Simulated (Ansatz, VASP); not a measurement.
# Two plane-wave programs on Rh

File INCAR:

```
SYSTEM = Rh
PREC = Accurate
ENCUT = 520
EDIFF = 1E-6
ISMEAR = 0
SIGMA = 0.15
LREAL = .FALSE.
LASPH = .TRUE.
NELM = 80
ALGO = Fast
ISIF = 2
LWAVE = .FALSE.
LCHARG = .FALSE.
NBANDS = 38
```

KPOINTS

```
regular mesh
0
G
  18 18 6
  0 0 0
```

Contents of POSCAR:

```
Rh
1.0
    2.6838000000      0.0000000000      0.0000000000
   -1.3419000000      2.3242389787      0.0000000000
    0.0000000000      0.0000000000      9.3602000000
Rh
4
Direct
    0.0000000000      0.0000000000      0.0000000000
    0.3333333333      0.6666666667      0.2500000000
    0.0000000000      0.0000000000      0.5000000000
    0.6666666667      0.3333333333      0.7500000000
```

Input for Ansatz:

```yaml
crystal:
  lattice:
    - [2.6838, 0.0, 0.0]
    - [-1.3419, 2.3242389787, 0.0]
    - [0.0, 0.0, 9.3602]
  atoms:
    - { symbol: Rh, position: [0.0, 0.0, 0.0] }
    - { symbol: Rh, position: [0.3333333333, 0.6666666667, 0.25] }
    - { symbol: Rh, position: [0.0, 0.0, 0.5] }
    - { symbol: Rh, position: [0.6666666667, 0.3333333333, 0.75] }
basis:
  ecutwfc: 420
kpoints:
  mp_grid: { grid: [18, 18, 6] }
hamiltonian:
  xc: lda
  pseudopotentials: { kind: paw, azcp: { folder: soft_1 } }
scf:
  occupations: { method: gaussian, width: 0.15 }
output:
  forces: true
  stress: true
  eigenvalues: true
```

Alike in both runs: task single point; functional LDA; k mesh 18 × 18 × 6; occupations gaussian, width 0.15 eV; no spin polarisation.

|  | VASP | Ansatz |
| --- | --- | --- |
| version | VASP 6.6.1 | Ansatz 0.2.0 |
| potentials or method | VASP PAW LDA potentials, release 64 (Rh_pv), cutoff 520 eV | scalar-relativistic, plane waves, PAW |
| valence electrons in the cell | 60 | 68 |

Ansatz gave:

```
gap on the k mesh at the Fermi level (eV)                     : none
pressure (GPa)                                                : -22.5
traceless stress, the component that is largest in VASP (GPa) : -11.70
```

Q: Estimate VASP's values.

A: gap on the k mesh at the Fermi level (eV): none; pressure (GPa): -21.9; traceless stress, the component that is largest in VASP (GPa): -11.75.

Ansatz warns that its potentials were made for another functional, while VASP's fit it. LDA's correlation is that of Perdew and Zunger in VASP and of Perdew and Wang (1992) in Ansatz. A gap of «none» marks a metal or a gap that the smearing closes. VASP's potentials hold 60 valence electrons a cell and Ansatz's 68, so a difference there can come from the potentials and not from the codes.
